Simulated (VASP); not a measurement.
Zr:

```
Zr
1.0
     3.14397    0.00000    0.00000
    -1.57198    2.72275    0.00000
     0.00000    0.00000    5.08946
Zr
2
Direct
  0.33333 0.66667 0.25000
  0.66667 0.33333 0.75000
```

Base run:

| Property | Result |
| --- | --- |
| Program | VASP 6.6.1 |
| Functional | LDA |
| Potentials or basis | VASP PAW LDA potentials, release 64 (Zr_sv) |
| Cutoff | 520 eV |
| k mesh | 12 × 12 × 6 |
| Occupations | methfessel-paxton, width 0.6 eV |
| Spin | no spin polarisation |

Its results: band gap on the k mesh zero (band 12 reaches 10.50 eV, above the bottom of band 13 at 9.34 eV); pressure -0.2 GPa.

The run is repeated on the same cell with these changes: occupations from methfessel-paxton, width 0.6 eV to fermi-dirac, width 1 eV. What comes out?

Band gap on the k mesh zero (band 12 reaches 10.55 eV, above the bottom of band 13 at 9.43 eV); pressure 12.1 GPa.
